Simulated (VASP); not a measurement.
The system is LiMg3.

```
Li Mg
1.0
     0.00000    3.48369    3.48369
     3.48369    0.00000    3.48369
     3.48369    3.48369    0.00000
Li Mg
1 3
Direct
  0.50000 0.50000 0.50000
  0.00000 0.00000 0.00000
  0.25000 0.25000 0.25000
  0.75000 0.75000 0.75000
```

* Program: VASP 6.6.1
* Task: relaxation of volume and atoms at fixed shape
* Functional: LDA
* Potentials or basis: VASP PAW LDA potentials, release 64 (Li_sv, Mg)
* Cutoff: 600 eV
* k mesh: 5 × 5 × 5
* Occupations: fermi-dirac, width 0.1 eV
* Spin: no spin polarisation

At the start: pressure -1.4 GPa; volume 21.14 Å³/atom.

Problem. Where does the relaxation end?

Solution. Over 3 steps the energy falls by 4.3 meV/atom and the volume is 20.23 Å³/atom (-4.3 %); space group Fm-3m (No. 225, to 0.05 Å).

Step by step:
| step | energy change (eV) | largest force (eV/Å) | pressure (GPa) | volume (Å³) |
| --- | --- | --- | --- | --- |
| 1 | 0.0000 | 0.0000 | -1.44 | 84.56 |
| 2 | -0.0146 | 0.0000 | -0.58 | 82.26 |
| 3 | -0.0171 | 0.0000 | -0.02 | 80.91 |

Final structure:
```
CELL_PARAMETERS angstrom
0.00000 3.43285 3.43285
3.43285 0.00000 3.43285
3.43285 3.43285 0.00000
ATOMIC_POSITIONS crystal
Li 0.50000 0.50000 0.50000
Mg 0.00000 0.00000 0.00000
Mg 0.25000 0.25000 0.25000
Mg 0.75000 0.75000 0.75000
```

Caveat: the cutoff is under 1.25 times the usual one of these potentials, so pressure, stress and relaxed cells hold a basis-set (Pulay) error.
